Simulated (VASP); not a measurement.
# Si3N4 (I-43d) in VASP: a series of runs, part 2 of 2

VASP 6.6.1. The steps go on from the part before.

## (3) Single point, PBE (8.89 Å³/atom)

This run uses another cell than the first one, of 8.89 Å³/atom.

Input file INCAR:

```
SYSTEM = Si3N4
PREC = Accurate
ENCUT = 520
EDIFF = 1E-6
ISMEAR = 0
SIGMA = 0.02
LREAL = .FALSE.
LASPH = .TRUE.
NELM = 100
ALGO = Normal
ISIF = 2
LWAVE = .FALSE.
LCHARG = .FALSE.
GGA = PE
NBANDS = 45
```

Input file KPOINTS:

```
Automatic mesh
0
G
  6 6 6
  0 0 0
```

Input file POSCAR:

```
Si3N4
1.0
   -3.1447723967      3.1447723967      3.1447723967
    3.1447723967     -3.1447723967      3.1447723967
    3.1447723967      3.1447723967     -3.1447723967
Si N
6 8
Direct
    0.2500000000      0.1250000000      0.8750000000
    0.8750000000      0.2500000000      0.1250000000
    0.7500000000      0.3750000000      0.6250000000
    0.6250000000      0.7500000000      0.3750000000
    0.1250000000      0.8750000000      0.2500000000
    0.3750000000      0.6250000000      0.7500000000
    0.5527978379      0.5527978379      0.5527978379
    0.4472021621      0.5000000000      0.0000000000
    0.5000000000      0.0000000000      0.9472021621
    0.0000000000      0.4472021621      0.5000000000
    0.9472021621      0.5000000000      0.0000000000
    0.0527978379      0.0527978379      0.0527978379
    0.0000000000      0.9472021621      0.5000000000
    0.5000000000      0.0000000000      0.4472021621
```

Potentials or basis: VASP PAW PBE potentials, release 64 (Si, N).

On the command line:

```bash
> cat potpaw_PBE.64/Si/POTCAR potpaw_PBE.64/N/POTCAR > POTCAR
> mpirun -np 1 vasp_std > vasp.out
```

OUTCAR:

```text
SYSTEM = Si3N4
   PREC = Accurate
   ENCUT = 520
   EDIFF = 1E-6
   ISMEAR = 0
   LREAL = .FALSE.
   LASPH = .TRUE.
   NELM = 100
   ISIF = 2
   GGA = PE

 ion  position               nearest neighbor table
   1  0.250  0.125  0.875-   8 1.71   9 1.71  12 1.71  13 1.71   2 2.94   2 2.94   5 2.94   6 2.94
                             4 2.94   5 2.94   6 2.94   4 2.94
   2  0.875  0.250  0.125-  10 1.71  12 1.71  11 1.71   9 1.71   1 2.94   1 2.94   5 2.94   6 2.94
                             3 2.94   3 2.94   5 2.94   6 2.94
   3  0.750  0.375  0.625-   7 1.71  11 1.71  10 1.71  14 1.71   4 2.94   4 2.94   6 2.94   2 2.94
                             2 2.94   5 2.94   6 2.94   5 2.94
[... 990 lines left out ...]
      direct lattice vectors                 reciprocal lattice vectors
    -3.144772397  3.144772397  3.144772397     0.000000000  0.158994018  0.158994018
     3.144772397 -3.144772397  3.144772397     0.158994018  0.000000000  0.158994018
     3.144772397  3.144772397 -3.144772397     0.158994018  0.158994018  0.000000000

 POSITION                                       TOTAL-FORCE (eV/Angst)
 -----------------------------------------------------------------------------------
      2.35858      3.14477     -1.57239         0.000000     -0.000000     -0.000000
     -1.57239      2.35858      3.14477         0.000000     -0.000000     -0.000000
      0.78619      3.14477      1.57239         0.000000     -0.000000     -0.000000
      1.57239      0.78619      3.14477         0.000000     -0.000000     -0.000000
      3.14477     -1.57239      2.35858         0.000000     -0.000000     -0.000000
      3.14477      1.57239      0.78619         0.000000     -0.000000     -0.000000
      1.73842      1.73842      1.73842         0.005765      0.005765      0.005765
      0.16604     -0.16604      2.97874         0.005765     -0.005765     -0.005765
      1.40635      4.55112     -1.40635        -0.005765     -0.005765      0.005765
      2.97874      0.16604     -0.16604        -0.005765      0.005765     -0.005765
     -1.40635      1.40635      4.55112         0.005765     -0.005765     -0.005765
      0.16604      0.16604      0.16604         0.005765      0.005765      0.005765
      4.55112     -1.40635      1.40635        -0.005765      0.005765     -0.005765
     -0.16604      2.97874      0.16604        -0.005765     -0.005765      0.005765
 -----------------------------------------------------------------------------------
    total drift:                               -0.000001     -0.000001     -0.000001

  FREE ENERGIE OF THE ION-ELECTRON SYSTEM (eV)
  ---------------------------------------------------
  free  energy   TOTEN  =      -112.1619407129 eV

  energy  without entropy=     -112.1619407129  energy(sigma->0) =     -112.16194071
```

stdout:

```text
POSCAR found type information on POSCAR SiN
 POSCAR found :  2 types and      14 ions
 scaLAPACK will be used
 LDA part: xc-table for (Slater+PW92), standard interpolation
 POSCAR, INCAR and KPOINTS ok, starting setup
 FFT: planning ... GRIDC
 FFT: planning ... GRID_SOFT
 FFT: planning ... GRID
 WAVECAR not read
 entering main loop
```

Wall time 50 s (1 thread of Intel Xeon 6975P-C (Granite Rapids), shared host); peak memory 0.27 GiB.

Results:

| Quantity | Value |
| --- | --- |
| Free energy | -112.1619 eV |
| Pressure | 27.5 GPa |
| Largest force | 0.010 eV/Å |
| Band gap on the k mesh | 4.21 eV (least direct gap 4.45 eV) |

Forces on the atoms (eV/Å):
```
Si   0.000  0.000  0.000
Si   0.000  0.000  0.000
Si   0.000  0.000  0.000
Si   0.000  0.000  0.000
Si   0.000  0.000  0.000
Si   0.000  0.000  0.000
N    0.006  0.006  0.006
N    0.006 -0.006 -0.006
N   -0.006 -0.006  0.006
N   -0.006  0.006 -0.006
N    0.006 -0.006 -0.006
N    0.006  0.006  0.006
N   -0.006  0.006 -0.006
N   -0.006 -0.006  0.006
```

Levels at points of the mesh, in eV from the valence-band top:
```tsv
k point	band 30	band 31	band 32	band 33	band 34	band 35
(0.00, 0.00, 0.00)	-0.13	-0.13	0.00	4.51	4.51	5.22
(0.50, 0.00, 0.00)	-1.37	-0.01	-0.01	5.33	5.33	6.61
(0.50, 0.50, 0.50)	-2.15	-1.28	-1.28	5.81	5.81	5.81
```

Caveat: the cell stands under pressure. A k mesh can miss the band edges.

## (4) Single point, PBE (9.18 Å³/atom)

This run uses another cell than the first one, of 9.18 Å³/atom.

Input file INCAR:

```
SYSTEM = Si3N4
PREC     = Accurate       ! precision mode
ENCUT    = 520            ! plane-wave cutoff, eV
EDIFF    = 1E-6           ! SCF threshold, eV
ISMEAR   = 0              ! smearing method
SIGMA    = 0.02           ! smearing width, eV
LREAL    = .False.        ! projectors in reciprocal space
LASPH    = .True.         ! aspherical terms in the spheres
NELM     = 60             ! most SCF steps
ALGO     = Normal         ! electronic algorithm
ISIF     = 2              ! what is computed and relaxed
LWAVE    = .False.        ! write WAVECAR
LCHARG   = .False.        ! write CHGCAR
GGA      = PE             ! functional
NBANDS   = 45             ! bands
```

Input file KPOINTS:

```
regular mesh
0
Gamma
  6 6 6
  0 0 0
```

Input file POSCAR:

```
Si3N4
1.0
   -3.1789573836      3.1789573836      3.1789573836
    3.1789573836     -3.1789573836      3.1789573836
    3.1789573836      3.1789573836     -3.1789573836
Si N
6 8
Direct
    0.2500000000      0.1250000000      0.8750000000
    0.8750000000      0.2500000000      0.1250000000
    0.7500000000      0.3750000000      0.6250000000
    0.6250000000      0.7500000000      0.3750000000
    0.1250000000      0.8750000000      0.2500000000
    0.3750000000      0.6250000000      0.7500000000
    0.5569226889      0.5569226889      0.5569226889
    0.4430773111      0.5000000000      0.0000000000
    0.5000000000      0.0000000000      0.9430773111
    0.0000000000      0.4430773111      0.5000000000
    0.9430773111      0.5000000000      0.0000000000
    0.0569226889      0.0569226889      0.0569226889
    0.0000000000      0.9430773111      0.5000000000
    0.5000000000      0.0000000000      0.4430773111
```

On the command line:

```bash
> cat potpaw_PBE.64/Si/POTCAR potpaw_PBE.64/N/POTCAR > POTCAR
> mpirun -np 1 vasp_std > vasp.out
```

Run time: 51 s. Hardware: 1 thread of Intel Xeon 6975P-C (Granite Rapids), shared host; peak memory 0.26 GiB.

Results (log left out):

* Free energy: -112.7347 eV
* Pressure: 17.0 GPa
* Largest force: 0.008 eV/Å
* Band gap on the k mesh: 4.20 eV (least direct gap 4.39 eV)

Forces on the atoms (eV/Å):
```
Si   0.000  0.000  0.000
Si   0.000  0.000  0.000
Si   0.000  0.000  0.000
Si   0.000  0.000  0.000
Si   0.000  0.000  0.000
Si   0.000  0.000  0.000
N    0.005  0.005  0.005
N    0.005 -0.005 -0.005
N   -0.005 -0.005  0.005
N   -0.005  0.005 -0.005
N    0.005 -0.005 -0.005
N    0.005  0.005  0.005
N   -0.005  0.005 -0.005
N   -0.005 -0.005  0.005
```

Levels at points of the mesh, in eV from the valence-band top:
| k point | band 29 | band 30 | band 31 | band 32 | band 33 | band 34 | band 35 | band 36 |
| --- | --- | --- | --- | --- | --- | --- | --- | --- |
| (0.00, 0.00, 0.00) | -0.15 | -0.15 | -0.15 | -0.03 | 4.57 | 4.57 | 5.01 | 5.01 |
| (0.50, 0.00, 0.00) | -1.34 | -1.34 | -0.01 | -0.01 | 5.19 | 5.19 | 6.37 | 6.37 |
| (0.50, 0.50, 0.50) | -2.06 | -2.06 | -1.25 | -1.25 | 5.65 | 5.65 | 5.65 | 5.65 |

Caveat: the cell stands under pressure.

## (5) Single point, PBE (9.47 Å³/atom)

This run uses another cell than the first one, of 9.47 Å³/atom.

Input file INCAR:

```
PREC = Accurate ; ENCUT = 520
EDIFF = 1E-7 ; ISMEAR = 0
SIGMA = 0.02 ; LREAL = False
LASPH = True ; NELM = 100
ALGO = Normal ; ISIF = 2
LWAVE = False ; LCHARG = False
GGA = PE ; NBANDS = 45
```

Input file KPOINTS:

```
Automatic mesh
0
Gamma
  6 6 6
```

Input file POSCAR:

```
Si3N4
1.0
   -3.2124225522      3.2124225522      3.2124225522
    3.2124225522     -3.2124225522      3.2124225522
    3.2124225522      3.2124225522     -3.2124225522
Si N
6 8
Direct
    0.2500000000      0.1250000000      0.8750000000
    0.8750000000      0.2500000000      0.1250000000
    0.7500000000      0.3750000000      0.6250000000
    0.6250000000      0.7500000000      0.3750000000
    0.1250000000      0.8750000000      0.2500000000
    0.3750000000      0.6250000000      0.7500000000
    0.5601289805      0.5601289805      0.5601289805
    0.4398710195      0.5000000000      0.0000000000
    0.5000000000      0.0000000000      0.9398710195
    0.0000000000      0.4398710195      0.5000000000
    0.9398710195      0.5000000000      0.0000000000
    0.0601289805      0.0601289805      0.0601289805
    0.0000000000      0.9398710195      0.5000000000
    0.5000000000      0.0000000000      0.4398710195
```

Potentials or basis: VASP PAW PBE potentials, release 64 (Si, N).

On the command line:

```bash
> cat potpaw_PBE.64/Si/POTCAR potpaw_PBE.64/N/POTCAR > POTCAR
> mpirun -np 1 vasp_std > vasp.out
```

OUTCAR:

```text
PREC = Accurate
   ENCUT = 520
   EDIFF = 1E-7
   ISMEAR = 0
   LREAL = False
   LASPH = True
   NELM = 100
   ISIF = 2
   GGA = PE

 ion  position               nearest neighbor table
   1  0.250  0.125  0.875-   9 1.74  12 1.74  13 1.74   8 1.74   5 3.00   6 3.00   5 3.00   6 3.00
                             2 3.00   2 3.00   4 3.00   4 3.00
   2  0.875  0.250  0.125-  10 1.74  11 1.74  12 1.74   9 1.74   3 3.00   5 3.00   6 3.00   3 3.00
                             6 3.00   5 3.00   1 3.00   1 3.00
   3  0.750  0.375  0.625-   7 1.74  10 1.74  11 1.74  14 1.74   2 3.00   6 3.00   5 3.00   2 3.00
[... 990 lines left out ...]
  volume of cell :      132.60
      direct lattice vectors                 reciprocal lattice vectors
    -3.212422552  3.212422552  3.212422552     0.000000000  0.155645776  0.155645776
     3.212422552 -3.212422552  3.212422552     0.155645776  0.000000000  0.155645776
     3.212422552  3.212422552 -3.212422552     0.155645776  0.155645776  0.000000000

 POSITION                                       TOTAL-FORCE (eV/Angst)
 -----------------------------------------------------------------------------------
      2.40932      3.21242     -1.60621         0.000000     -0.000000      0.000000
     -1.60621      2.40932      3.21242         0.000000     -0.000000      0.000000
      0.80311      3.21242      1.60621         0.000000     -0.000000      0.000000
      1.60621      0.80311      3.21242         0.000000     -0.000000      0.000000
      3.21242     -1.60621      2.40932         0.000000     -0.000000      0.000000
      3.21242      1.60621      0.80311         0.000000     -0.000000      0.000000
      1.79937      1.79937      1.79937         0.003613      0.003613      0.003613
      0.19316     -0.19316      3.01926         0.003613     -0.003613     -0.003613
      1.41305      4.62547     -1.41305        -0.003613     -0.003613      0.003613
      3.01926      0.19316     -0.19316        -0.003613      0.003613     -0.003613
     -1.41305      1.41305      4.62547         0.003613     -0.003613     -0.003613
      0.19316      0.19316      0.19316         0.003613      0.003613      0.003613
      4.62547     -1.41305      1.41305        -0.003613      0.003613     -0.003613
     -0.19316      3.01926      0.19316        -0.003613     -0.003613      0.003613
 -----------------------------------------------------------------------------------
    total drift:                               -0.000000     -0.000000     -0.000001

  FREE ENERGIE OF THE ION-ELECTRON SYSTEM (eV)
  ---------------------------------------------------
  free  energy   TOTEN  =      -113.0540736286 eV

  energy  without entropy=     -113.0540736286  energy(sigma->0) =     -113.05407363
```

Run time: 73 s. Hardware: 1 thread of Intel Xeon 6975P-C (Granite Rapids), shared host; peak memory 0.28 GiB.

What came out:

```yaml
Free_energy: -113.0541 eV
Pressure: 7.8 GPa
Largest_force: 0.006 eV/Å
Band_gap_on_the_k_mesh: 4.17 eV (least direct gap 4.32 eV)
```

Forces in eV/Å, atoms in the order of the input:
```
Si   0.000  0.000  0.000
Si   0.000  0.000  0.000
Si   0.000  0.000  0.000
Si   0.000  0.000  0.000
Si   0.000  0.000  0.000
Si   0.000  0.000  0.000
N    0.004  0.004  0.004
N    0.004 -0.004 -0.004
N   -0.004 -0.004  0.004
N   -0.004  0.004 -0.004
N    0.004 -0.004 -0.004
N    0.004  0.004  0.004
N   -0.004  0.004 -0.004
N   -0.004 -0.004  0.004
```

Caveat: the cell stands under pressure.

## (6) Single point, PBE

This run uses another cell than the first one, of 9.69 Å³/atom.

Input file INCAR:

```
SYSTEM = Si3N4
ALGO = Normal ; EDIFF = 1E-6
ENCUT = 520 ; GGA = PE
ISIF = 2 ; ISMEAR = 0
LASPH = .True. ; LCHARG = .False.
LREAL = .False. ; LWAVE = .False.
NBANDS = 45 ; NELM = 60
PREC = Accurate ; SIGMA = 0.02
```

Input file KPOINTS:

```
k-points
0
Gamma
  6 6 6
  0 0 0
```

Input file POSCAR:

```
Si3N4
1.0
   -3.2373500000      3.2373500000      3.2373500000
    3.2373500000     -3.2373500000      3.2373500000
    3.2373500000      3.2373500000     -3.2373500000
Si N
6 8
Direct
    0.2500000000      0.1250000000      0.8750000000
    0.8750000000      0.2500000000      0.1250000000
    0.7500000000      0.3750000000      0.6250000000
    0.6250000000      0.7500000000      0.3750000000
    0.1250000000      0.8750000000      0.2500000000
    0.3750000000      0.6250000000      0.7500000000
    0.5628000000      0.5628000000      0.5628000000
    0.4372000000      0.5000000000      0.0000000000
    0.5000000000      0.0000000000      0.9372000000
    0.0000000000      0.4372000000      0.5000000000
    0.9372000000      0.5000000000      0.0000000000
    0.0628000000      0.0628000000      0.0628000000
    0.0000000000      0.9372000000      0.5000000000
    0.5000000000      0.0000000000      0.4372000000
```

Potentials or basis: VASP PAW PBE potentials, release 64 (Si, N).

On the command line:

```bash
> cat potpaw_PBE.64/Si/POTCAR potpaw_PBE.64/N/POTCAR > POTCAR
> mpirun -np 1 vasp_std > vasp.out
```

It took 56 s on 1 thread of Intel Xeon 6975P-C (Granite Rapids), shared host; peak memory 0.27 GiB.

The run converged. Its results:

```yaml
Free_energy: -113.1466 eV
Pressure: 1.6 GPa
Largest_force: 0.016 eV/Å
Band_gap_on_the_k_mesh: 4.07 eV (least direct gap 4.25 eV)
```

Forces in eV/Å, atoms in the order of the input:
```
Si   0.000  0.000  0.000
Si   0.000  0.000  0.000
Si   0.000  0.000  0.000
Si   0.000  0.000  0.000
Si   0.000  0.000  0.000
Si   0.000  0.000  0.000
N   -0.009 -0.009 -0.009
N   -0.009  0.009  0.009
N    0.009  0.009 -0.009
N    0.009 -0.009  0.009
N   -0.009  0.009  0.009
N   -0.009 -0.009 -0.009
N    0.009 -0.009  0.009
N    0.009  0.009 -0.009
```

Levels at points of the mesh, in eV from the valence-band top:
| k point | band 30 | band 31 | band 32 | band 33 | band 34 | band 35 |
| --- | --- | --- | --- | --- | --- | --- |
| (0.00, 0.00, 0.00) | -0.16 | -0.16 | -0.07 | 4.63 | 4.63 | 4.67 |
| (0.50, 0.00, 0.00) | -1.28 | -0.02 | -0.02 | 4.97 | 4.97 | 5.94 |
| (0.50, 0.50, 0.50) | -1.91 | -1.20 | -1.20 | 5.41 | 5.41 | 5.41 |

## (7) Overview

| cell | gap on the mesh (eV) | pressure (GPa) | largest force (eV/Å) |
| --- | --- | --- | --- |
| a = 5.386 Å, angles 109.5°, 14 atoms, atomic positions A | 4.16 | 39.3 | 0.01 |
| a = 5.447 Å, angles 109.5°, 14 atoms, atomic positions B | 4.21 | 27.5 | 0.01 |
| a = 5.506 Å, angles 109.5°, 14 atoms, atomic positions C | 4.20 | 17.0 | 0.01 |
| a = 5.564 Å, angles 109.5°, 14 atoms, atomic positions D | 4.17 | 7.8 | 0.01 |
| a = 5.607 Å, angles 109.5°, 14 atoms, atomic positions E | 4.07 | 1.6 | 0.02 |

Alike in all rows: task single point; level PBE; potentials or basis VASP PAW PBE potentials, release 64 (Si, N); no spin polarisation; k mesh 6 × 6 × 6; cutoff (eV) 520; smearing gaussian 0.02 eV.

Caveats: the cell stands under pressure (at least some runs).

Absolute energies hang on the potentials; compare differences alone.
